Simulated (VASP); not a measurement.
Input of a VASP 6.6.1 run:

The input POSCAR:

```
In2O3
1.0
    2.8227850033      1.6297356815      4.8534198843
   -2.8227850033      1.6297356815      4.8534198843
    0.0000000000     -3.2594713630      4.8534198843
In O
4 6
Direct
    0.3570704061      0.3570704061      0.3570704061
    0.1429295939      0.1429295939      0.1429295939
    0.6429295939      0.6429295939      0.6429295939
    0.8570704061      0.8570704061      0.8570704061
    0.5465740402      0.9534259598      0.2500000000
    0.2500000000      0.5465740402      0.9534259598
    0.9534259598      0.2500000000      0.5465740402
    0.4534259598      0.0465740402      0.7500000000
    0.7500000000      0.4534259598      0.0465740402
    0.0465740402      0.7500000000      0.4534259598
```

File INCAR.step1:

```
  PREC = Accurate
  ENCUT = 520
  ISMEAR = 0
  SIGMA = 0.05
  LREAL = F
  LASPH = T
  NELM = 100
  NBANDS = 55
  GGA = PE
  ALGO = Normal
  EDIFF = 1E-4
  LWAVE = T
  LCHARG = F
```

Contents of INCAR.step2:

```
  PREC = Accurate
  ENCUT = 520
  EDIFF = 1E-7
  ISMEAR = 0
  SIGMA = 0.05
  LREAL = F
  LASPH = T
  NELM = 100
  ALGO = Normal
  ISIF = 2
  LWAVE = F
  LCHARG = F
  METAGGA = R2SCAN
  LMIXTAU = T
  NBANDS = 55
  ISTART = 1
```

The input KPOINTS:

```
Automatic mesh
0
Gamma
  6 6 6
```

Potentials or basis: VASP PAW PBE potentials, release 64 (In_d, O).

The run is started by

```console
$ cat potpaw_PBE.64/In_d/POTCAR potpaw_PBE.64/O/POTCAR > POTCAR
$ cp INCAR.step1 INCAR
$ mpirun -np 1 vasp_std > vasp.out
$ cp INCAR.step2 INCAR
$ mpirun -np 1 vasp_std > vasp.out
```

Q: Predict the band gap on the k mesh.

A: 1.42 eV, indirect (least direct gap 1.55 eV).

Q: What does it give for the largest force?

A: 0.099 eV/Å.

Q: What does it give for the pressure?

A: -7.5 GPa.

Forces in eV/Å, atoms in the order of the input:
```
In   0.000  0.000  0.099
In   0.000  0.000 -0.099
In   0.000  0.000 -0.099
In   0.000  0.000  0.099
O    0.034  0.000  0.000
O   -0.017  0.030  0.000
O   -0.017 -0.030  0.000
O   -0.034  0.000  0.000
O    0.017 -0.030  0.000
O    0.017  0.030  0.000
```

Caveat: the cell differs from its parent crystal (strain +0.025 along x and y, +0.000 along z); the PAW data sets were made with another functional, which shifts forces and pressure a little; spin-orbit coupling is left out, which moves the levels of the heavy elements. A k mesh can miss the band edges.
